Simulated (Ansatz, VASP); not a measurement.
AlGaN2 in VASP and in Ansatz

```
CELL_PARAMETERS angstrom
3.16777 0.00000 0.00000
0.00000 3.16777 0.00000
0.00000 0.00000 4.07026
ATOMIC_POSITIONS crystal
Al 0.50000 0.50000 0.50000
Ga 0.00000 0.00000 0.00000
N 0.50000 0.00000 0.73829
N 0.00000 0.50000 0.26171
```

Alike in both runs: functional LDA; k mesh 8 × 8 × 6; occupations gaussian, width 0.05 eV; no spin polarisation.

Ansatz relaxed the structure, and its values are those at the end. VASP's run is a single point on that final structure, the one shown.

|  | VASP | Ansatz |
| --- | --- | --- |
| version | VASP 6.6.1 | Ansatz 0.2.0 |
| potentials or method | VASP PAW LDA potentials, release 64 (Al, Ga_d, N), cutoff 520 eV | scalar-relativistic, plane waves, PAW |
| valence electrons in the cell | 26 | 26 |

|  | VASP | Ansatz | Ansatz less VASP |
| --- | --- | --- | --- |
| gap on the k mesh at the Fermi level (eV) | 3.35 | 3.36 | +0.016 |
| least direct gap on the mesh (eV) | 3.35 | 3.36 | +0.016 |
| pressure (GPa) | 9.2 | 8.2 | -1.06 |
| rms of the force components (eV/Å) | 0.012 | 0.000 | -0.0123 |

Ansatz warns that its potentials were made for another functional, while VASP's fit it. LDA's correlation is that of Perdew and Zunger in VASP and of Perdew and Wang (1992) in Ansatz. Ansatz's warnings: stress scf threshold loose.
